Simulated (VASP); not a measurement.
# Ag (P6_3/mmc) in VASP: single point with PBEsol

Aim: the single point of Ag with PBEsol.

All numbers are computed with VASP 6.6.1; they aren't measurements. Logs are shortened: lines on timing, memory, paths and dates and some standing lists are left out, and cuts for length are marked.

**1. The cell of the first run**

It takes space group P6_3/mmc (No. 194, hexagonal). The conventional cell has a = 2.873 Å, b = 2.873 Å, c = 4.677 Å, α = 90.00°, β = 90.00°, γ = 120.00°. Within 3.8 Å of Ag (site symmetry -6m2) lie 12 Ag at 2.87 Å.

**2. Single point, PBEsol**

Input file INCAR:

```
SYSTEM = Ag
PREC = Accurate
ENCUT = 500
EDIFF = 1E-6
ISMEAR = -1
SIGMA = 0.05
LREAL = .False.
LASPH = .True.
NELM = 120
ALGO = Normal
ISIF = 2
LWAVE = .False.
LCHARG = .False.
GGA = PS
NBANDS = 18
GGA_COMPAT = .False.
```

Input file KPOINTS:

```
regular mesh
0
Gamma
  12 12 8
  0 0 0
```

Input file POSCAR:

```
Ag
1.0
    2.8732655877      0.0000000000      0.0000000000
   -1.4366327939      2.4883209908      0.0000000000
    0.0000000000      0.0000000000      4.6773695955
Ag
2
Direct
    0.3333333333      0.6666666667      0.2500000000
    0.6666666667      0.3333333333      0.7500000000
```

Potentials or basis: VASP PAW PBE potentials, release 64 (Ag).

Command:

```console
$ cat potpaw_PBE.64/Ag/POTCAR > POTCAR
$ mpirun -np 1 vasp_std > vasp.out
```

OUTCAR:

```text
SYSTEM = Ag
   PREC = Accurate
   ENCUT = 500
   EDIFF = 1E-6
   ISMEAR = -1
   LREAL = .False.
   LASPH = .True.
   NELM = 120
   ISIF = 2
   GGA = PS

 ion  position               nearest neighbor table
   1  0.333  0.667  0.250-   2 2.87   2 2.87   2 2.87   2 2.87   2 2.87   2 2.87
   2  0.667  0.333  0.750-   1 2.87   1 2.87   1 2.87   1 2.87   1 2.87   1 2.87

  LATTYP: Found a hexagonal cell.
 ALAT       =     2.8732655877
 C/A-ratio  =     1.6278932291

  Lattice vectors:

 A1 = (   2.8732655877,   0.0000000000,   0.0000000000)
 A2 = (  -1.4366327939,   2.4883209908,   0.0000000000)
 A3 = (   0.0000000000,   0.0000000000,   4.6773695955)

Analysis of symmetry for initial positions (statically):
=====================================================================
 Subroutine PRICEL returns:
 Original cell was already a primitive cell.

 Routine SETGRP: Setting up the symmetry group for a
 hexagonal supercell.

 Subroutine GETGRP returns: Found 24 space group operations
 (whereof 12 operations were pure point group operations)
 out of a pool of 24 trial point group operations.

The static configuration has the point symmetry D_3d.
 The point group associated with its full space group is D_6h.

Analysis of symmetry for dynamics (positions and initial velocities):
=====================================================================
 Subroutine PRICEL returns:
 Original cell was already a primitive cell.

 Routine SETGRP: Setting up the symmetry group for a
 hexagonal supercell.

 Subroutine GETGRP returns: Found 24 space group operations
 (whereof 12 operations were pure point group operations)
 out of a pool of 24 trial point group operations.

The dynamic configuration has the point symmetry D_3d.
 The point group associated with its full space group is D_6h.

 Subroutine INISYM returns: Found 24 space group operations
 (whereof 12 operations are pure point group operations),
 and found     1 'primitive' translations

----------------------------------------------------------------------------------------

                                     Primitive cell

  volume of cell :      33.4414

[... 75 lines left out ...]
   ions per type =               2
   NGX,Y,Z   is equivalent  to a cutoff of  13.89, 13.89, 12.80 a.u.
   NGXF,Y,Z  is equivalent  to a cutoff of  27.77, 27.77, 25.59 a.u.
 SYSTEM =  Ag
   PREC   = accura    normal or accurate (medium, high low for compatibility)
   ISTART =      0    job   : 0-new  1-cont  2-samecut
   ICHARG =      2    charge: 1-file 2-atom 10-const
   ISPIN  =      1    spin polarized calculation?
   LNONCOLLINEAR =      F non collinear calculations
   LSORBIT =      F    spin-orbit coupling
   LASPH  =      T    aspherical Exc in radial PAW
   ENCUT  =  500.0 eV  36.75 Ry    6.06 a.u.   5.24  5.24  8.53*2*pi/ulx,y,z
   NELM   =    120;   NELMIN=  2; NELMDL= -5     # of ELM steps
   EDIFF  = 0.1E-05   stopping-criterion for ELM
   LREAL  =      F    real-space projection
   EDIFFG = 0.1E-04   stopping-criterion for IOM
   NSW    =      0    number of steps for IOM
   IBRION =     -1    ionic relax: 0-MD 1-quasi-New 2-CG
   NFREE  =      0    steps in history (QN), initial steepest desc. (CG)
   ISIF   =      2    stress and relaxation
   ISYM   =      2    0-nonsym 1-usesym 2-fastsym
   POTIM  = 0.5000    time-step for ionic-motion
   TEBEG  =    0.0;   TEEND  =   0.0 temperature during run
   PSTRESS=    0.0 pullay stress
   NELECT =      22.0000    total number of electrons
   NUPDOWN=      -1.0000    fix difference up-down
   EMIN   =  10.00;   EMAX   =-10.00  energy-range for DOS
   EFERMI =   0.00;   METHOD = LEGACY
   ISMEAR =    -1;   SIGMA  =   0.05  broadening in eV -4-tet -1-fermi 0-gaus
   EFERMI_NEDOS =   21; number of points for ismear=-14 and -15
   IALGO  =     38    algorithm
   IMIX   =      4    mixing-type and parameters
     AMIX     =   0.40;   BMIX     =  1.00
     AMIX_MAG =   1.60;   BMIX_MAG =  1.00
  volume/ion in A,a.u.               =      16.72       112.84
  Fermi-wavevector in a.u.,A,eV,Ry     =   1.423818  2.690626 27.582510  2.027257
  Thomas-Fermi vector in A             =   2.544375
   LORBIT       =      0    0 simple, 1 ext, 2 COOP (PROOUT), +10 PAW based schemes
   GGA     = PS    functional components
   LHFCALC =     F    Hartree Fock is set to
   AEXX    =    0.0000 exact exchange contribution
   IVDW    =     0    specifies the selected vdW correction
   LEPSILON=     F    determine dielectric tensor
   LRPA    =     F    only Hartree local field effects (RPA)
 non-spin polarized calculation
  energy-cutoff  :      500.00
  volume of cell :       33.44
 maximum number of plane-waves:       864
 NGX is ok and might be reduce to    24
   NGX = 11   NGY = 11   NGZ = 17

 number of electron      21.9999997 magnetization

 Free energy of the ion-electron system (eV)
  ---------------------------------------------------
  ext. energy  EPLUGINS =         0.00000000
  ---------------------------------------------------
  free energy    TOTEN  =        -6.60403020 eV

  energy without entropy =       -6.59956445  energy(sigma->0) =       -6.60179732

 E-fermi :   8.4072     XC(G=0): -12.5270

 val. band max:        8.3784506498   @ k =   0.4167   0.0833   0.2500
 cond. band min:       8.5535029501   @ k =   0.5000   0.0000   0.1250
 fundamental gap:      0.1750523002
 Fermi energy:         8.4072179742

 k-point     1 :       0.0000    0.0000    0.0000
  band No.  band energies     occupation
      1       0.5297      2.00000
      2       1.9933      2.00000
      3       3.6768      2.00000
      4       3.7635      2.00000
      5       3.7635      2.00000
      6       4.0170      2.00000
[... 481 lines left out ...]
      5       3.8497      2.00000
      6       3.9671      2.00000
[... 10 lines left out ...]
     17      23.3919      0.00000
     18      25.3564      0.00000

 [... further k-points ...]
[... 5 lines left out ...]
  --------------------------------------------------------------------------------------
  -------------------------------------------------------------------------------------
  Total       -0.0343512     -0.0343512     -0.0354216      0.0000000     -0.0000000      0.0000000
  in kB       -1.6457696     -1.6457696     -1.6970533      0.0000000     -0.0000000      0.0000000
  external PRESSURE =      -1.6628641 kB  Pullay stress =       0.0000000 kB

 VOLUME and BASIS-vectors are now :
 -----------------------------------------------------------------------------
  energy-cutoff  :      500.00
  volume of cell :       33.44
      direct lattice vectors                 reciprocal lattice vectors
     2.873265588  0.000000000  0.000000000     0.348036048  0.200938706  0.000000000
    -1.436632794  2.488320991  0.000000000     0.000000000  0.401877412  0.000000000
     0.000000000  0.000000000  4.677369596     0.000000000  0.000000000  0.213795378

 POSITION                                       TOTAL-FORCE (eV/Angst)
 -----------------------------------------------------------------------------------
     -0.00000      1.65888      1.16934         0.000000     -0.000000      0.000000
      1.43663      0.82944      3.50803        -0.000000      0.000000      0.000000
 -----------------------------------------------------------------------------------
    total drift:                                0.000000     -0.000000      0.000000

  FREE ENERGIE OF THE ION-ELECTRON SYSTEM (eV)
  ---------------------------------------------------
  free  energy   TOTEN  =        -6.6040301958 eV

  energy  without entropy=       -6.5995644489  energy(sigma->0) =       -6.60179732
```

Run time: 35 s. Hardware: 1 thread of AMD EPYC 7R13 (Zen 3), shared host; peak memory 0.15 GiB.

What came out:

| Property | Result |
| --- | --- |
| Free energy | -6.6040 eV |
| Pressure | -0.2 GPa |
| Band gap on the k mesh | zero (band 11 reaches 12.60 eV, above the bottom of band 12 at 5.11 eV) |

Levels at points of the mesh, in eV from the Fermi level:
```tsv
k point	band 8	band 9	band 10	band 11	band 12	band 13	band 14	band 15
(0.00, 0.00, 0.00)	-4.04	-4.04	-2.97	-2.97	-0.39	3.83	15.74	17.78
(0.50, 0.00, 0.00)	-2.84	-2.77	-2.69	0.16	1.66	7.06	7.31	9.66
(0.00, 0.00, 0.50)	-4.52	-3.30	-3.30	-3.30	-3.30	11.43	11.43	16.12
(0.50, 0.00, 0.50)	-3.03	-2.75	-2.75	0.78	0.78	4.78	4.78	13.80
```

Caveat: the PAW data sets were made with another functional, which shifts forces and pressure a little.
